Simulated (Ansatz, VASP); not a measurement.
CuO: VASP beside Ansatz

```
CELL_PARAMETERS angstrom
1.99097 -2.15355 0.00000
1.99097 2.15355 0.00000
0.00000 0.00000 5.15593
ATOMIC_POSITIONS crystal
Cu 0.00000 0.50000 0.00000
Cu 0.50000 0.00000 0.50000
O 0.50000 0.50000 0.25000
O 0.50000 0.50000 0.75000
```

Alike in both runs: task single point; functional PBEsol; k mesh 6 × 6 × 4; occupations gaussian, width 0.1 eV; collinear spin.

```csv
,VASP,Ansatz
version,VASP 6.6.1,Ansatz 0.2.0
potentials or method,"VASP PAW PBE potentials, release 64 (Cu, O), cutoff 520 eV","scalar-relativistic, plane waves, PAW"
valence electrons in the cell,34,50
```

|  | VASP | Ansatz | Ansatz less VASP |
| --- | --- | --- | --- |
| gap on the k mesh at the Fermi level (eV) | none | none | - |
| pressure (GPa) | -5.4 | -6.1 | -0.67 |
| traceless stress, the component that is largest in VASP (GPa) | 1.23 | 1.44 | +0.212 |
| net moment per atom (μB) | 0.00 | 0.00 | 0.000 |

VASP's potentials were made for PBE, not for PBEsol. A gap of «none» marks a metal or a gap that the smearing closes. With one functional, cell and mesh, what is left measures potentials, basis and numerics. VASP's potentials hold 34 valence electrons a cell and Ansatz's 50, so a difference there can come from the potentials and not from the codes. Ansatz's warnings: seeded moment not kept.
